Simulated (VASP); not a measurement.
# Mg12CO12F4 in VASP: further runs

Runs on Mg12CO12F4. Level: PBE. Tasks: single point.

All numbers are computed with VASP 6.6.1; they aren't measurements. Logs are shortened: lines on timing, memory, paths and dates and some standing lists are left out, and cuts for length are marked.

## (1) The cell of the first run

The cell holds a slab with vacuum, 29 atoms: a = 5.606 Å, b = 5.606 Å, c = 16.722 Å, α = 90.00°, β = 90.00°, γ = 60.00°.

## (2) Single point, PBE

The input, INCAR:

```
PREC = Accurate ; ENCUT = 620
EDIFF = 1E-6 ; ISMEAR = 0
SIGMA = 0.05 ; LREAL = Auto
LASPH = True ; NELM = 120
ALGO = Normal ; ISIF = 2
LWAVE = False ; LCHARG = True
GGA = PE ; LELF = True
LVHAR = True ; NBANDS = 132
GGA_COMPAT = False ; NELMDL = -8
```

The input, KPOINTS:

```
regular mesh
0
Gamma
  2 2 1
```

The input, POSCAR:

```
Mg12CO12F4
1.0
    5.6059430000      0.0000000000      0.0000000000
    2.8029710000      4.8548890000      0.0000000000
    0.0000000000      0.0000000000     16.7215410000
Mg O C F
12 12 1 4
Direct
    0.0000000000      0.0000000000      0.0598031007
    0.0000001407      0.4999998970      0.0598031007
    0.4999999108      0.0000000000      0.0598031007
    0.5000000515      0.4999998970      0.0598031007
    0.6629707799      0.6709675546      0.2127614315
    0.6609215045      0.1737619542      0.2110789311
    0.1600773071      0.6731142566      0.2120284249
    0.1578956348      0.1764178337      0.2125724537
    0.3175477972      0.3461424144      0.3655956111
    0.3238336938      0.8522388462      0.3572623480
    0.8156066986      0.3447675117      0.3721292792
    0.8047391251      0.8565915719      0.3657481688
    0.3333333459      0.8333333677      0.1282362672
    0.3333333082      0.3333332647      0.1282362672
    0.8333332567      0.8333333677      0.1282362672
    0.8333333974      0.3333332647      0.1282362672
   -0.0066747287      0.5111733760      0.2810010154
   -0.0130405192      0.0101015698      0.2813013466
    0.4922436353      0.5042792945      0.2821622122
    0.4933561463      0.0115133425      0.2791584221
    0.6291153083      0.1920289012      0.4466922636
    0.6433359707      0.6900757154      0.4266442309
    0.1610206101      0.1745393149      0.4259383151
    0.1477126327      0.6963034582      0.4228814796
    0.6082379743      0.1956415481      0.5303294116
    0.1558449673      0.7729387840      0.5020701740
    0.6877785271     -0.0557716150      0.5596619355
    0.7664414218      0.2901075596      0.5619594510
    0.3541080039      0.3525176374      0.5608654729
```

Potentials or basis: VASP PAW PBE potentials, release 64 (Mg_sv, O, C, F).

Run with:

```sh
> cat potpaw_PBE.64/Mg_sv/POTCAR potpaw_PBE.64/O/POTCAR potpaw_PBE.64/C/POTCAR potpaw_PBE.64/F/POTCAR > POTCAR
> mpirun -np 1 vasp_std > vasp.out
```

OUTCAR:

```text
PREC = Accurate
   ENCUT = 620
   EDIFF = 1E-6
   ISMEAR = 0
   LREAL = Auto
   LASPH = True
   NELM = 120
   ISIF = 2
   GGA = PE
   NELMDL = -8

 ion  position               nearest neighbor table
   1  0.000  0.000  0.060-  16 1.98  15 1.98  13 1.98
   2  0.000  0.500  0.060-  14 1.98  16 1.98  15 1.98
   3  0.500  0.000  0.060-  13 1.98  14 1.98  15 1.98
   4  0.500  0.500  0.060-  14 1.98  16 1.98  13 1.98
   5  0.663  0.671  0.213-  17 1.97  20 1.99  19 2.01
   6  0.661  0.174  0.211-  20 1.96  18 1.97  19 2.00  14 2.11  16 2.13
   7  0.160  0.673  0.212-  17 1.97  19 1.99  18 2.00  15 2.12
   8  0.158  0.176  0.213-  20 1.97  17 1.99  18 2.00  16 2.11
   9  0.318  0.346  0.366-  23 1.89  24 1.95  21 2.03  17 2.12
  10  0.324  0.852  0.357-  22 1.94  23 1.94  24 1.95  20 2.06  18 2.07  19 2.11
  11  0.816  0.345  0.372-  23 1.90  22 1.91  21 2.07
  12  0.805  0.857  0.366-  22 1.89  24 1.92  20 2.09  21 2.12
  13  0.333  0.833  0.128-   3 1.98   1 1.98   4 1.98
  14  0.333  0.333  0.128-   2 1.98   3 1.98   4 1.98   6 2.11
  15  0.833  0.833  0.128-   1 1.98   3 1.98   2 1.98   7 2.12
  16  0.833  0.333  0.128-   1 1.98   2 1.98   4 1.98   8 2.11   6 2.13
  17  0.993  0.511  0.281-   5 1.97   7 1.97   8 1.99   9 2.12
  18  0.987  0.010  0.281-   6 1.97   8 2.00   7 2.00  10 2.07
  19  0.492  0.504  0.282-   7 1.99   6 2.00   5 2.01  10 2.11
  20  0.493  0.012  0.279-   6 1.96   8 1.97   5 1.99  10 2.06  12 2.09
  21  0.629  0.192  0.447-  25 1.40   9 2.03  11 2.07  12 2.12
  22  0.643  0.690  0.427-  12 1.89  11 1.91  10 1.94
  23  0.161  0.175  0.426-   9 1.89  11 1.90  10 1.94
  24  0.148  0.696  0.423-  26 1.40  12 1.92  10 1.95   9 1.95
  25  0.608  0.196  0.530-  27 1.34  29 1.35  28 1.35  21 1.40
  26  0.156  0.773  0.502-  24 1.40
  27  0.688  0.944  0.560-  25 1.34
  28  0.766  0.290  0.562-  25 1.35
  29  0.354  0.353  0.561-  25 1.35

  LATTYP: Found a hexagonal cell.
 ALAT       =     5.6059427066
 C/A-ratio  =     2.9828240985

  Lattice vectors:

 A1 = (  -2.8029710000,  -4.8548890000,   0.0000000000)
 A2 = (   5.6059430000,   0.0000000000,   0.0000000000)
 A3 = (   0.0000000000,   0.0000000000,  16.7215410000)

Analysis of symmetry for initial positions (statically):
=====================================================================
 Subroutine PRICEL returns:
 Original cell was already a primitive cell.

 Routine SETGRP: Setting up the symmetry group for a
 hexagonal supercell.

 Subroutine GETGRP returns: Found  1 space group operations
 (whereof  1 operations were pure point group operations)
 out of a pool of 24 trial point group operations.
[... 154 lines left out ...]
   ISIF   =      2    stress and relaxation
   ISYM   =      2    0-nonsym 1-usesym 2-fastsym
   POTIM  = 0.5000    time-step for ionic-motion
   TEBEG  =    0.0;   TEEND  =   0.0 temperature during run
   PSTRESS=    0.0 pullay stress
   NELECT =     224.0000    total number of electrons
   NUPDOWN=      -1.0000    fix difference up-down
   EMIN   =  10.00;   EMAX   =-10.00  energy-range for DOS
   EFERMI =   0.00;   METHOD = LEGACY
   ISMEAR =     0;   SIGMA  =   0.05  broadening in eV -4-tet -1-fermi 0-gaus
   EFERMI_NEDOS =   21; number of points for ismear=-14 and -15
   IALGO  =     38    algorithm
   IMIX   =      4    mixing-type and parameters
     AMIX     =   0.40;   BMIX     =  1.00
     AMIX_MAG =   1.60;   BMIX_MAG =  1.00
  volume/ion in A,a.u.               =      15.69       105.90
  Fermi-wavevector in a.u.,A,eV,Ry     =   1.292576  2.442614 22.731970  1.670753
  Thomas-Fermi vector in A             =   2.424275
   LORBIT       =      0    0 simple, 1 ext, 2 COOP (PROOUT), +10 PAW based schemes
   GGA     = PE    functional components
   LHFCALC =     F    Hartree Fock is set to
   AEXX    =    0.0000 exact exchange contribution
   IVDW    =     0    specifies the selected vdW correction
   LEPSILON=     F    determine dielectric tensor
   LRPA    =     F    only Hartree local field effects (RPA)
 non-spin polarized calculation
 Gauss-broadening in eV      SIGMA  =   0.05
  energy-cutoff  :      620.00
  volume of cell :      455.10
 maximum number of plane-waves:     15967
 NGX is ok and might be reduce to    48
   NGX = 23   NGY = 23   NGZ = 67

 number of electron     224.0000018 magnetization

 Free energy of the ion-electron system (eV)
  ---------------------------------------------------
  ext. energy  EPLUGINS =         0.00000000
  ---------------------------------------------------
  free energy    TOTEN  =      -145.69480721 eV

  energy without entropy =     -145.67343886  energy(sigma->0) =     -145.68412303

 E-fermi :  -0.6411     XC(G=0):  -7.5521

 val. band max:       -0.6861589182   @ k =   0.5000   0.5000   0.0000
 cond. band min:      -0.6317435288   @ k =   0.0000   0.0000   0.0000
 fundamental gap:      0.0544153894
 Fermi energy:        -0.6411331626

 k-point     1 :       0.0000    0.0000    0.0000
  band No.  band energies     occupation
      1     -75.5995      2.00000
      2     -75.5865      2.00000
      3     -75.5805      2.00000
      4     -75.5790      2.00000
      5     -74.5711      2.00000
      6     -74.5452      2.00000
[... 497 lines left out ...]
    123       7.0334      0.00000
    124       7.2403      0.00000
 [bands above 124 left out]

------------------------ aborting loop because EDIFF is reached ----------------------------------------

  FORCE on cell =-STRESS in cart. coord.  units (eV):
  Direction    XX          YY          ZZ          XY          YZ          ZX
  --------------------------------------------------------------------------------------
  -------------------------------------------------------------------------------------
  Total       51.6722962     50.8811796     -2.0500867      1.5729728     -3.6405276      1.8685503
  in kB      181.9131369    179.1279982     -7.2173625      5.5376756    -12.8165352      6.5782609
  external PRESSURE =     117.9412575 kB  Pullay stress =       0.0000000 kB

 VOLUME and BASIS-vectors are now :
 -----------------------------------------------------------------------------
  energy-cutoff  :      620.00
  volume of cell :      455.10
      direct lattice vectors                 reciprocal lattice vectors
     5.605943000  0.000000000  0.000000000     0.178382121 -0.102988948  0.000000000
     2.802971000  4.854889000  0.000000000     0.000000000  0.205977933  0.000000000
     0.000000000  0.000000000 16.721541000     0.000000000  0.000000000  0.059803101

 POSITION                                       TOTAL-FORCE (eV/Angst)
 -----------------------------------------------------------------------------------
      0.00000      0.00000      1.00000         0.018547     -0.000469     -0.612267
      1.40149      2.42744      1.00000        -0.006305      0.005624     -0.597638
      2.80297      0.00000      1.00000        -0.024504     -0.008709     -0.572675
      4.20446      2.42744      1.00000         0.003135      0.028181     -0.618731
      5.59728      3.25747      3.55770        -0.005095      0.007054     -0.023535
      4.19214      0.84360      3.52957        -0.006191      0.010251     -0.026430
[... 21 lines left out ...]
      5.10979      1.40844      9.39683         0.397017      0.021337      0.129138
      2.97321      1.71143      9.37854        -0.374048      0.013929     -0.241390
 -----------------------------------------------------------------------------------
    total drift:                               -0.004082      0.001113      0.005573

  FREE ENERGIE OF THE ION-ELECTRON SYSTEM (eV)
  ---------------------------------------------------
  free  energy   TOTEN  =      -145.6948072106 eV

  energy  without entropy=     -145.6734388551  energy(sigma->0) =     -145.68412303
```

Wall time 11 min (1 thread of Intel Xeon 6975P-C (Granite Rapids), shared host); peak memory 0.78 GiB.

What came out:

* Free energy: -145.6948 eV
* Largest force: 0.846 eV/Å
* Band gap on the k mesh: zero (bands 112 and 113 overlap by 0.19 eV)

Forces in eV/Å, atoms in the order of the input:
```
Mg   0.019  0.000 -0.612
Mg  -0.006  0.006 -0.598
Mg  -0.025 -0.009 -0.573
Mg   0.003  0.028 -0.619
Mg  -0.005  0.007 -0.024
Mg  -0.006  0.010 -0.026
Mg  -0.004  0.013 -0.020
Mg  -0.007  0.012 -0.029
Mg   0.008  0.032  0.045
Mg  -0.015  0.015 -0.033
Mg  -0.059 -0.006 -0.023
Mg  -0.012  0.058  0.010
O   -0.052  0.052  0.843
O   -0.041  0.115  0.626
O   -0.031  0.068  0.611
O   -0.045  0.103  0.769
O   -0.004  0.027  0.044
O   -0.030  0.013  0.027
O   -0.013 -0.005  0.039
O    0.019  0.016  0.041
O   -0.035  0.011 -0.027
O   -0.020  0.039  0.041
O    0.021  0.009  0.034
O   -0.072 -0.051 -0.306
C    0.118 -0.207 -0.551
F    0.125  0.285  0.314
F    0.148 -0.677  0.108
F    0.397  0.021  0.129
F   -0.374  0.014 -0.241
```

Caveat: the k points lie up to 0.65 Å⁻¹ apart; there is no dipole correction, which matters where the two faces differ.

## (3) Single point, PBE

The input, INCAR:

```
ALGO     = Normal         # electronic algorithm
EDIFF    = 1E-6           # SCF threshold, eV
ENCUT    = 620            # plane-wave cutoff, eV
GGA      = PE             # functional
GGA_COMPAT= False        
ISIF     = 2              # what is computed and relaxed
ISMEAR   = 0              # smearing method
LASPH    = True           # aspherical terms in the spheres
LCHARG   = True           # write CHGCAR
LELF     = True           # ELF
LREAL    = Auto         
LVHAR    = True         
LWAVE    = False          # write WAVECAR
NBANDS   = 132            # bands
NELM     = 120            # most SCF steps
NELMDL   = -8           
PREC     = Accurate       # precision mode
SIGMA    = 0.05           # smearing width, eV
```

The input, KPOINTS:

```
k-points
0
Gamma
  2 2 1
```

The input, POSCAR:

```
Mg12CO12F4
1.0
    5.6059430000      0.0000000000      0.0000000000
    2.8029710000      4.8548890000      0.0000000000
    0.0000000000      0.0000000000     16.7215410000
Mg O C F
12 12 1 4
Direct
    0.0000000000      0.0000000000      0.0598031007
    0.0000001407      0.4999998970      0.0598031007
    0.4999999108      0.0000000000      0.0598031007
    0.5000000515      0.4999998970      0.0598031007
    0.6633314675      0.6707292381      0.2128120847
    0.6611653341      0.1734972725      0.2111187001
    0.1603514522      0.6729309362      0.2119667081
    0.1580730621      0.1762909512      0.2126594672
    0.3182730248      0.3453965683      0.3655338345
    0.3242178876      0.8516456298      0.3571246215
    0.8157294552      0.3442051919      0.3723837414
    0.8060223068      0.8556170903      0.3657811801
    0.3333333459      0.8333333677      0.1282362672
    0.3333333082      0.3333332647      0.1282362672
    0.8333332567      0.8333333677      0.1282362672
    0.8333333974      0.3333332647      0.1282362672
   -0.0061755544      0.5111564858      0.2810380335
   -0.0127627861      0.0095664391      0.2813026622
    0.4926263312      0.5038588936      0.2821385302
    0.4939770597      0.0110877921      0.2791295970
    0.6308209581      0.1896515039      0.4461930871
    0.6436039032      0.6900503801      0.4265142788
    0.1621047283      0.1737763726      0.4257050232
    0.1490701812      0.6949897310      0.4232973504
    0.6090973870      0.1931135810      0.5297403511
    0.1601770963      0.7719117780      0.5022942563
    0.6923513879     -0.0591127830      0.5593936588
    0.7639424380      0.2912610360      0.5616747284
    0.3534805790      0.3472312137      0.5596269507
```

Potentials or basis: VASP PAW PBE potentials, release 64 (Mg_sv, O, C, F).

Run with:

```sh
> cat potpaw_PBE.64/Mg_sv/POTCAR potpaw_PBE.64/O/POTCAR potpaw_PBE.64/C/POTCAR potpaw_PBE.64/F/POTCAR > POTCAR
> mpirun -np 1 vasp_std > vasp.out
```

It took 11 min on 1 thread of Intel Xeon 6975P-C (Granite Rapids), shared host; peak memory 0.78 GiB.

Results (log left out):

* Free energy: -145.7207 eV
* Largest force: 0.840 eV/Å
* Band gap on the k mesh: zero (bands 112 and 113 overlap by 0.20 eV)

Forces on the atoms (eV/Å):
```
Mg   0.020  0.001 -0.607
Mg  -0.007  0.004 -0.592
Mg  -0.025 -0.009 -0.565
Mg   0.005  0.028 -0.613
Mg  -0.008  0.005 -0.025
Mg  -0.004  0.012 -0.034
Mg   0.001  0.009 -0.020
Mg  -0.004  0.008 -0.030
Mg   0.025  0.039  0.019
Mg  -0.016  0.007 -0.028
Mg  -0.033 -0.007 -0.035
Mg  -0.008  0.052 -0.003
O   -0.050  0.050  0.837
O   -0.040  0.113  0.620
O   -0.028  0.064  0.602
O   -0.040  0.100  0.771
O   -0.014  0.008  0.045
O   -0.008  0.023  0.031
O   -0.007  0.004  0.038
O   -0.004  0.019  0.034
O   -0.025  0.010  0.013
O   -0.029  0.018  0.047
O   -0.025  0.007  0.049
O   -0.065 -0.041 -0.314
C    0.113 -0.223 -0.504
F    0.121  0.264  0.304
F    0.153 -0.590  0.074
F    0.352  0.029  0.117
F   -0.347 -0.002 -0.230
```

Levels at points of the mesh, in eV from the Fermi level:
| k point | band 108 | band 109 | band 110 | band 111 | band 112 | band 113 | band 114 | band 115 | band 116 | band 117 |
| --- | --- | --- | --- | --- | --- | --- | --- | --- | --- | --- |
| (0.00, 0.00, 0.00) | -0.46 | -0.31 | -0.22 | 0.01 | 0.15 | 2.68 | 2.68 | 2.69 | 3.57 | 4.23 |
| (0.50, 0.00, 0.00) | -0.43 | -0.30 | -0.29 | -0.16 | -0.05 | -0.05 | 2.20 | 2.20 | 3.70 | 5.95 |
| (0.50, 0.50, 0.00) | -0.57 | -0.34 | -0.15 | -0.06 | -0.04 | 0.08 | 2.20 | 2.20 | 3.67 | 5.92 |
| (0.00, 0.50, 0.00) | -0.41 | -0.26 | -0.25 | -0.12 | -0.06 | -0.05 | 2.20 | 2.20 | 3.69 | 5.94 |

Caveat: the k points lie up to 0.65 Å⁻¹ apart; there is no dipole correction, which matters where the two faces differ.

## (4) Single point, PBE

The input, INCAR:

```
PREC = Accurate
ENCUT = 620
EDIFF = 1E-6
ISMEAR = 0
SIGMA = 0.05
LREAL = Auto
LASPH = True
NELM = 120
ALGO = Normal
ISIF = 2
LWAVE = False
LCHARG = False
GGA = PE
NBANDS = 132
GGA_COMPAT = False
NELMDL = -8
```

The input, KPOINTS:

```
regular mesh
0
Gamma
  2 2 1
```

The input, POSCAR:

```
Mg12CO12F4
1.0
    5.6059430000      0.0000000000      0.0000000000
    2.8029710000      4.8548890000      0.0000000000
    0.0000000000      0.0000000000     16.7215410000
Mg O C F
12 12 1 4
Direct
    0.0000000000      0.0000000000      0.0598031007
    0.0000001407      0.4999998970      0.0598031007
    0.4999999108      0.0000000000      0.0598031007
    0.5000000515      0.4999998970      0.0598031007
    0.6673430743      0.6656314902      0.2107402661
    0.6676253726      0.1670460437      0.2108168141
    0.1663250770      0.6670543858      0.2107052813
    0.1651990699      0.1669640645      0.2107397279
    0.3370786206      0.3220331093      0.3588268569
    0.3404445156      0.8390445178      0.3613224403
    0.8324596818      0.3349283578      0.3654439504
    0.8216634950      0.8406138637      0.3629079401
    0.3333333459      0.8333333677      0.1282362672
    0.3333333082      0.3333332647      0.1282362672
    0.8333332567      0.8333333677      0.1282362672
    0.8333333974      0.3333332647      0.1282362672
    0.0006538315      0.5015509108      0.2801790218
    0.0011234740     -0.0028270471      0.2809683031
    0.4976962696      0.5016252689      0.2798150601
    0.5002651419     -0.0003085549      0.2774722736
    0.6572276956      0.1713567499      0.4279500914
    0.6645451501      0.6727375229      0.4297877809
    0.1720018762      0.1655030630      0.4288137678
    0.1728884408      0.6615838179      0.4242381130
    0.4717368529      0.3561681843      0.5779951740
    0.1836563761      0.6472228304      0.5093158579
    0.4650720971      0.1360325643      0.5674198927
    0.6921716958      0.3630447576      0.5678845030
    0.3213303316      0.5059522473      0.6378090393
```

Run with:

```sh
> cat potpaw_PBE.64/Mg_sv/POTCAR potpaw_PBE.64/O/POTCAR potpaw_PBE.64/C/POTCAR potpaw_PBE.64/F/POTCAR > POTCAR
> mpirun -np 1 vasp_std > vasp.out
```

Wall time 13 min (1 thread of Intel Xeon Platinum 8259CL at 2.50GHz (Skylake/Cascade Lake), shared host); peak memory 0.76 GiB.

It converged, with:

```yaml
Free_energy: -142.5846 eV
Largest_force: 0.823 eV/Å
Band_gap_on_the_k_mesh: zero (bands 112 and 113 overlap by 0.16 eV)
```

Forces in eV/Å, atoms in the order of the input:
```
Mg   0.001 -0.018 -0.762
Mg   0.021  0.005 -0.754
Mg  -0.002  0.006 -0.721
Mg  -0.021  0.007 -0.749
Mg   0.001 -0.001 -0.027
Mg   0.002  0.000 -0.026
Mg   0.000  0.000 -0.028
Mg  -0.002  0.000 -0.027
Mg  -0.003  0.022 -0.021
Mg  -0.021 -0.013 -0.022
Mg   0.004 -0.001 -0.031
Mg   0.021 -0.011 -0.012
O   -0.037  0.004  0.688
O   -0.008  0.023  0.683
O    0.036 -0.006  0.692
O    0.008 -0.021  0.822
O   -0.005  0.000  0.025
O   -0.001  0.002  0.027
O    0.004 -0.001  0.027
O    0.001 -0.001  0.022
O   -0.009  0.007  0.062
O   -0.003 -0.001  0.050
O    0.004  0.002  0.048
O   -0.003  0.016 -0.250
C   -0.136  0.255 -0.230
F    0.000 -0.013  0.277
F   -0.322 -0.540 -0.075
F    0.628  0.010 -0.066
F   -0.158  0.269  0.379
```

Levels at points of the mesh, in eV from the Fermi level:
```tsv
k point	band 108	band 109	band 110	band 111	band 112	band 113	band 114	band 115	band 116	band 117
(0.00, 0.00, 0.00)	-0.90	-0.78	-0.23	0.05	0.14	0.27	1.71	2.68	2.69	2.69
(0.50, 0.00, 0.00)	-0.86	-0.82	-0.63	-0.11	-0.10	-0.02	0.23	1.74	2.18	2.19
(0.50, 0.50, 0.00)	-0.95	-0.80	-0.70	-0.11	-0.10	0.00	0.25	1.74	2.18	2.19
(0.00, 0.50, 0.00)	-0.87	-0.83	-0.62	-0.11	-0.10	-0.02	0.23	1.74	2.18	2.19
```

Caveat: the k points lie up to 0.65 Å⁻¹ apart; there is no dipole correction, which matters where the two faces differ.

(Part 1 of 2 ends here.)

The gap in the log of VASP goes by the Fermi energy; the results here count the filled bands.